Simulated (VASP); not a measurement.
# GaSb (Immm) in VASP: single point with PBE

Aim: the single point of GaSb with PBE.

Everything below comes from runs of VASP 6.6.1. Logs are shortened: lines on timing, memory, paths and dates and some standing lists are left out, and cuts for length are marked.

**1. The cell of the first run**

The structure is orthorhombic, space group Immm (No. 71). The conventional cell has a = 3.112 Å, b = 5.350 Å, c = 5.787 Å, α = 90.00°, β = 90.00°, γ = 90.00°. Ga (site symmetry mmm) has 6 Sb at 2.89 to 3.09 Å and 2 Ga at 3.11 Å within 3.8 Å. Sb (site symmetry mmm) has 6 Ga at 2.89 to 3.09 Å and 2 Sb at 3.11 Å within 3.8 Å.

**2. Single point, PBE**

INCAR reads:

```
SYSTEM = GaSb
PREC     = Accurate       ! precision mode
ENCUT    = 520            ! plane-wave cutoff, eV
EDIFF    = 1E-7           ! SCF threshold, eV
ISMEAR   = 0              ! smearing method
SIGMA    = 0.15           ! smearing width, eV
LREAL    = .False.        ! projectors in reciprocal space
LASPH    = .True.         ! aspherical terms in the spheres
NELM     = 100            ! most SCF steps
ALGO     = Normal         ! electronic algorithm
ISIF     = 2              ! what is computed and relaxed
LWAVE    = .False.        ! write WAVECAR
LCHARG   = .False.        ! write CHGCAR
GGA      = PE             ! functional
NBANDS   = 16             ! bands
```

KPOINTS reads:

```
regular mesh
0
Gamma
  18 18 18
  0 0 0
```

POSCAR reads:

```
GaSb
1.0
   -1.5559010000      2.6750030000      2.8933130000
    1.5559010000     -2.6750030000      2.8933130000
    1.5559010000      2.6750030000     -2.8933130000
Ga Sb
1 1
Direct
    0.0000000000      0.0000000000      0.0000000000
    0.5000000000      0.5000000000      0.0000000000
```

Potentials or basis: VASP PAW PBE potentials, release 64 (Ga_d, Sb).

Command:

```console
cat potpaw_PBE.64/Ga_d/POTCAR potpaw_PBE.64/Sb/POTCAR > POTCAR
mpirun -np 1 vasp_std > vasp.out
```

OUTCAR:

```text
SYSTEM = GaSb
   PREC = Accurate
   ENCUT = 520
   EDIFF = 1E-7
   ISMEAR = 0
   LREAL = .False.
   LASPH = .True.
   NELM = 100
   ISIF = 2
   GGA = PE

 ion  position               nearest neighbor table
   1  0.000  0.000  0.000-   2 2.89   2 2.89   2 3.09   2 3.09   2 3.09   2 3.09
   2  0.500  0.500  0.000-   1 2.89   1 2.89   1 3.09   1 3.09   1 3.09   1 3.09

  LATTYP: Found a body centered orthorhombic cell.
 ALAT       =     3.1118020000
 B/A-ratio  =     1.7192629865
 C/A-ratio  =     1.8595739703

  Lattice vectors:

 A1 = (  -1.5559010000,   2.6750030000,   2.8933130000)
 A2 = (   1.5559010000,  -2.6750030000,   2.8933130000)
 A3 = (   1.5559010000,   2.6750030000,  -2.8933130000)

Analysis of symmetry for initial positions (statically):
=====================================================================
 Subroutine PRICEL returns:
 Original cell was already a primitive cell.

 Routine SETGRP: Setting up the symmetry group for a
 body centered orthorhombic supercell.

 Subroutine GETGRP returns: Found  8 space group operations
 (whereof  8 operations were pure point group operations)
 out of a pool of  8 trial point group operations.

The static configuration has the point symmetry D_2h.

Analysis of symmetry for dynamics (positions and initial velocities):
=====================================================================
 Subroutine PRICEL returns:
 Original cell was already a primitive cell.

 Routine SETGRP: Setting up the symmetry group for a
 body centered orthorhombic supercell.

 Subroutine GETGRP returns: Found  8 space group operations
 (whereof  8 operations were pure point group operations)
 out of a pool of  8 trial point group operations.

The dynamic configuration has the point symmetry D_2h.

 Subroutine INISYM returns: Found  8 space group operations
 (whereof  8 operations are pure point group operations),
 and found     1 'primitive' translations

----------------------------------------------------------------------------------------

                                     Primitive cell

  volume of cell :      48.1683

  direct lattice vectors                    reciprocal lattice vectors
    -1.555901000  2.675003000  2.893313000     0.000000000  0.186915678  0.172812274
     1.555901000 -2.675003000  2.893313000     0.321357207  0.000000000  0.172812274
     1.555901000  2.675003000 -2.893313000     0.321357207  0.186915678  0.000000000

  length of vectors
     4.236476022  4.236476022  4.236476022     0.254561491  0.364876057  0.371763265

  position of ions in fractional coordinates (direct lattice)
     0.000000000  0.000000000  0.000000000
     0.500000000  0.500000000  0.000000000

  ion indices of the primitive-cell ions
   primitive index   ion index
                 1           1
                 2           2

----------------------------------------------------------------------------------------

 KPOINTS: regular mesh

Automatic generation of k-mesh.
 Grid dimensions read from file:
 generate k-points for:   18   18   18

 Generating k-lattice:

  Cartesian coordinates                     Fractional coordinates (reciprocal lattice)
     0.000000000  0.010384204  0.009600682     0.055555556 -0.000000000  0.000000000
     0.017853178  0.000000000  0.009600682     0.000000000  0.055555556  0.000000000
     0.017853178  0.010384204  0.000000000     0.000000000 -0.000000000  0.055555556

  Length of vectors
     0.014142305  0.020270892  0.020653515

  Shift w.r.t. Gamma in fractional coordinates (k-lattice)
     0.000000000  0.000000000  0.000000000

 Subroutine IBZKPT returns following result:
 ===========================================

 Found    865 irreducible k-points:

 Following reciprocal coordinates:
            Coordinates               Weight
  0.000000  0.000000  0.000000      1.000000
  0.055556  0.000000 -0.000000      4.000000
  0.111111  0.000000 -0.000000      4.000000
  0.166667  0.000000 -0.000000      4.000000
  0.222222 -0.000000  0.000000      4.000000
  0.277778  0.000000  0.000000      4.000000
[... 16 lines left out ...]
 -0.333333  0.055556  0.000000      8.000000
 -0.277778  0.055556  0.000000      8.000000
 [... further k-points ...]
   k-points           NKPTS =    865   k-points in BZ     NKDIM =    865   number of bands    NBANDS=     16
   number of dos      NEDOS =    301   number of ions     NIONS =      2
   total plane-waves  NPLWV =  32768
   dimension x,y,z NGX =    32 NGY =   32 NGZ =   32
   dimension x,y,z NGXF=    64 NGYF=   64 NGZF=   64
   ions per type =               1   1
   NGX,Y,Z   is equivalent  to a cutoff of  12.56, 12.56, 12.56 a.u.
   NGXF,Y,Z  is equivalent  to a cutoff of  25.11, 25.11, 25.11 a.u.
 SYSTEM =  GaSb
   PREC   = accura    normal or accurate (medium, high low for compatibility)
   ISTART =      0    job   : 0-new  1-cont  2-samecut
   ICHARG =      2    charge: 1-file 2-atom 10-const
   ISPIN  =      1    spin polarized calculation?
   LNONCOLLINEAR =      F non collinear calculations
   LSORBIT =      F    spin-orbit coupling
   LASPH  =      T    aspherical Exc in radial PAW
   ENCUT  =  520.0 eV  38.22 Ry    6.18 a.u.   7.88  7.88  7.88*2*pi/ulx,y,z
   NELM   =    100;   NELMIN=  2; NELMDL= -5     # of ELM steps
   EDIFF  = 0.1E-06   stopping-criterion for ELM
   LREAL  =      F    real-space projection
   EDIFFG = 0.1E-05   stopping-criterion for IOM
   NSW    =      0    number of steps for IOM
   IBRION =     -1    ionic relax: 0-MD 1-quasi-New 2-CG
   NFREE  =      0    steps in history (QN), initial steepest desc. (CG)
   ISIF   =      2    stress and relaxation
   ISYM   =      2    0-nonsym 1-usesym 2-fastsym
   POTIM  = 0.5000    time-step for ionic-motion
   TEBEG  =    0.0;   TEEND  =   0.0 temperature during run
   PSTRESS=    0.0 pullay stress
   NELECT =      18.0000    total number of electrons
   NUPDOWN=      -1.0000    fix difference up-down
   EMIN   =  10.00;   EMAX   =-10.00  energy-range for DOS
   EFERMI =   0.00;   METHOD = LEGACY
   ISMEAR =     0;   SIGMA  =   0.15  broadening in eV -4-tet -1-fermi 0-gaus
   EFERMI_NEDOS =   21; number of points for ismear=-14 and -15
   IALGO  =     38    algorithm
   IMIX   =      4    mixing-type and parameters
     AMIX     =   0.40;   BMIX     =  1.00
     AMIX_MAG =   1.60;   BMIX_MAG =  1.00
  volume/ion in A,a.u.               =      24.08       162.53
  Fermi-wavevector in a.u.,A,eV,Ry     =   1.179176  2.228319 18.918287  1.390455
  Thomas-Fermi vector in A             =   2.315491
   LORBIT       =      0    0 simple, 1 ext, 2 COOP (PROOUT), +10 PAW based schemes
   GGA     = PE    functional components
   LHFCALC =     F    Hartree Fock is set to
   AEXX    =    0.0000 exact exchange contribution
   IVDW    =     0    specifies the selected vdW correction
   LEPSILON=     F    determine dielectric tensor
   LRPA    =     F    only Hartree local field effects (RPA)
 non-spin polarized calculation
 Gauss-broadening in eV      SIGMA  =   0.15
  energy-cutoff  :      520.00
  volume of cell :       48.17
 maximum number of plane-waves:      1322
   NGX = 15   NGY = 15   NGZ = 15

 number of electron      17.9999989 magnetization

 Free energy of the ion-electron system (eV)
  ---------------------------------------------------
  ext. energy  EPLUGINS =         0.00000000
  ---------------------------------------------------
  free energy    TOTEN  =        -6.97984696 eV

  energy without entropy =       -6.97035574  energy(sigma->0) =       -6.97510135

 E-fermi :   6.5870     XC(G=0): -10.2503

 val. band max:        6.5867989961   @ k =   0.1111   0.1111   0.0556
 cond. band min:       6.5894540204   @ k =  -0.1667  -0.3333   0.1667
 fundamental gap:      0.0026550243
 Fermi energy:         6.5870146451

 k-point     1 :       0.0000    0.0000    0.0000
  band No.  band energies     occupation
      1      -8.3589      2.00000
      2      -8.2647      2.00000
      3      -8.2624      2.00000
      4      -8.2472      2.00000
      5      -8.2144      2.00000
      6      -5.3861      2.00000
[... 8 lines left out ...]
     15      15.6691      0.00000
     16      16.8788      0.00000

 k-point     2 :       0.0556    0.0000   -0.0000
  band No.  band energies     occupation
      1      -8.3587      2.00000
      2      -8.2653      2.00000
      3      -8.2621      2.00000
      4      -8.2472      2.00000
      5      -8.2144      2.00000
      6      -5.3599      2.00000
[... 8 lines left out ...]
     15      15.9473      0.00000
     16      16.8001      0.00000

 k-point     3 :       0.1111    0.0000   -0.0000
  band No.  band energies     occupation
      1      -8.3582      2.00000
      2      -8.2669      2.00000
      3      -8.2610      2.00000
      4      -8.2471      2.00000
      5      -8.2142      2.00000
      6      -5.2818      2.00000
[... 8 lines left out ...]
     15      16.3016      0.00000
     16      16.9131      0.00000

 k-point     4 :       0.1667    0.0000   -0.0000
  band No.  band energies     occupation
      1      -8.3575      2.00000
      2      -8.2695      2.00000
      3      -8.2594      2.00000
      4      -8.2471      2.00000
      5      -8.2139      2.00000
      6      -5.1533      2.00000
[... 8 lines left out ...]
     15      16.1616      0.00000
     16      17.3743      0.00000

 k-point     5 :       0.2222   -0.0000    0.0000
  band No.  band energies     occupation
      1      -8.3568      2.00000
      2      -8.2726      2.00000
      3      -8.2575      2.00000
      4      -8.2470      2.00000
      5      -8.2135      2.00000
      6      -4.9778      2.00000
[... 8 lines left out ...]
     15      15.9564      0.00000
     16      17.0797      0.00000

 k-point     6 :       0.2778    0.0000    0.0000
  band No.  band energies     occupation
      1      -8.3560      2.00000
      2      -8.2759      2.00000
      3      -8.2555      2.00000
      4      -8.2470      2.00000
      5      -8.2131      2.00000
      6      -4.7618      2.00000
[... 8 lines left out ...]
     15      15.7798      0.00000
     16      16.7974      0.00000

 k-point     7 :       0.3333    0.0000   -0.0000
  band No.  band energies     occupation
      1      -8.3553      2.00000
      2      -8.2790      2.00000
      3      -8.2536      2.00000
      4      -8.2469      2.00000
      5      -8.2127      2.00000
      6      -4.5179      2.00000
[... 8 lines left out ...]
     15      15.6618      0.00000
     16      16.5792      0.00000

 k-point     8 :       0.3889    0.0000   -0.0000
  band No.  band energies     occupation
      1      -8.3548      2.00000
      2      -8.2815      2.00000
      3      -8.2520      2.00000
      4      -8.2469      2.00000
      5      -8.2124      2.00000
      6      -4.2712      2.00000
[... 8 lines left out ...]
     15      15.8325      0.00000
     16      16.4425      0.00000

 k-point     9 :       0.4444   -0.0000    0.0000
  band No.  band energies     occupation
      1      -8.3545      2.00000
      2      -8.2832      2.00000
      3      -8.2510      2.00000
      4      -8.2469      2.00000
      5      -8.2121      2.00000
      6      -4.0706      2.00000
[... 8 lines left out ...]
     15      16.2780      0.00000
     16      17.0361      0.00000
[... 172 lines left out ...]
 k-point    19 :       0.4444    0.0556   -0.0000
  band No.  band energies     occupation
      1      -8.3497      2.00000
      2      -8.2836      2.00000
      3      -8.2504      2.00000
      4      -8.2494      2.00000
      5      -8.2142      2.00000
      6      -3.9601      2.00000
[... 8 lines left out ...]
     15      17.0787      0.00000
     16      17.6716      0.00000

 k-point    20 :       0.5000    0.0556   -0.0000
  band No.  band energies     occupation
      1      -8.3497      2.00000
      2      -8.2836      2.00000
      3      -8.2503      2.00000
      4      -8.2495      2.00000
      5      -8.2141      2.00000
      6      -3.9528      2.00000
[... 8 lines left out ...]
     15      17.0254      0.00000
     16      17.7744      0.00000

 k-point    21 :      -0.4444    0.0556   -0.0000
  band No.  band energies     occupation
      1      -8.3500      2.00000
      2      -8.2824      2.00000
      3      -8.2511      2.00000
      4      -8.2495      2.00000
      5      -8.2142      2.00000
      6      -4.0977      2.00000
[... 8 lines left out ...]
     15      16.4423      0.00000
     16      17.1796      0.00000

 k-point    22 :      -0.3889    0.0556    0.0000
  band No.  band energies     occupation
      1      -8.3504      2.00000
      2      -8.2803      2.00000
      3      -8.2524      2.00000
      4      -8.2494      2.00000
      5      -8.2145      2.00000
      6      -4.3272      2.00000
[... 8 lines left out ...]
     15      16.1813      0.00000
     16      17.2050      0.00000

 k-point    23 :      -0.3333    0.0556    0.0000
  band No.  band energies     occupation
      1      -8.3510      2.00000
      2      -8.2774      2.00000
      3      -8.2542      2.00000
      4      -8.2494      2.00000
      5      -8.2148      2.00000
      6      -4.5768      2.00000
[... 8 lines left out ...]
     15      16.2694      0.00000
     16      17.2850      0.00000

 k-point    24 :      -0.2778    0.0556    0.0000
  band No.  band energies     occupation
      1      -8.3518      2.00000
      2      -8.2742      2.00000
      3      -8.2562      2.00000
      4      -8.2494      2.00000
      5      -8.2152      2.00000
      6      -4.8101      2.00000
[... 8 lines left out ...]
     15      16.4023      0.00000
     16      17.3586      0.00000

 [... further k-points ...]
[... 5 lines left out ...]
  --------------------------------------------------------------------------------------
  -------------------------------------------------------------------------------------
  Total        0.3184528     -0.2164433     -0.1031181      0.0000000      0.0000000      0.0000000
  in kB       10.5923907     -7.1993459     -3.4299181      0.0000000      0.0000000      0.0000000
  external PRESSURE =      -0.0122911 kB  Pullay stress =       0.0000000 kB

 VOLUME and BASIS-vectors are now :
 -----------------------------------------------------------------------------
  energy-cutoff  :      520.00
  volume of cell :       48.17
      direct lattice vectors                 reciprocal lattice vectors
    -1.555901000  2.675003000  2.893313000     0.000000000  0.186915678  0.172812274
     1.555901000 -2.675003000  2.893313000     0.321357207  0.000000000  0.172812274
     1.555901000  2.675003000 -2.893313000     0.321357207  0.186915678  0.000000000

 POSITION                                       TOTAL-FORCE (eV/Angst)
 -----------------------------------------------------------------------------------
      0.00000      0.00000      0.00000         0.000000      0.000000     -0.000000
      0.00000      0.00000      2.89331        -0.000000     -0.000000      0.000000
 -----------------------------------------------------------------------------------
    total drift:                                0.000000      0.000000     -0.000000

  FREE ENERGIE OF THE ION-ELECTRON SYSTEM (eV)
  ---------------------------------------------------
  free  energy   TOTEN  =        -6.9798469584 eV

  energy  without entropy=       -6.9703557445  energy(sigma->0) =       -6.97510135
```

It took 7.3 min on 1 thread of AMD EPYC 7R43 (Zen 3), shared host; peak memory 0.71 GiB.

What came out:

```
Free energy            : -6.9798 eV
Pressure               : 0.0 GPa
Band gap on the k mesh : zero (band 9 reaches 8.50 eV, above the bottom of band 10 at 3.65 eV)
```

Caveat: spin-orbit coupling is left out, which moves the levels of the heavy elements.
